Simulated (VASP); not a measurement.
Runs of VASP 6.6.1 on V2Co. The structure is that of space group Fd-3m (No. 227), or close to it. The cells are those of the table. 

| task | cell | k mesh | cutoff (eV) | gap on the mesh (eV) | pressure (GPa) | relaxed volume (Å³/atom) |
| --- | --- | --- | --- | --- | --- | --- |
| relaxation of cell and atoms | relaxed from a = 4.676 Å, angles 60.0°, 6 atoms | 4 × 4 × 4 | 600 | none | -0.1 | 12.68 |
| relaxation of cell and atoms | relaxed from a = 4.749 Å, angles 60.0°, 6 atoms | 10 × 10 × 10 | 600 | none | 0.0 | 12.66 |
| single point | a = 4.749 Å, angles 60.0°, 6 atoms | 4 × 4 × 4 | 520 | none | (a) | - |
| single point | a = 4.750 Å, angles 60.0°, 6 atoms | 10 × 10 × 10 | 520 | none | 0.5 | - |

Alike in all rows: level PBE; potentials or basis VASP PAW PBE potentials, release 64 (V_sv, Co); no spin polarisation; smearing gaussian 0.1 eV.

Task: Estimate the missing entries.

Result: (a) 0.9.

Caveats: some runs use coarse meshes; the run has no spin polarisation, though such a crystal can be magnetic.

A gap of «none» marks levels without a gap at the run's occupations.
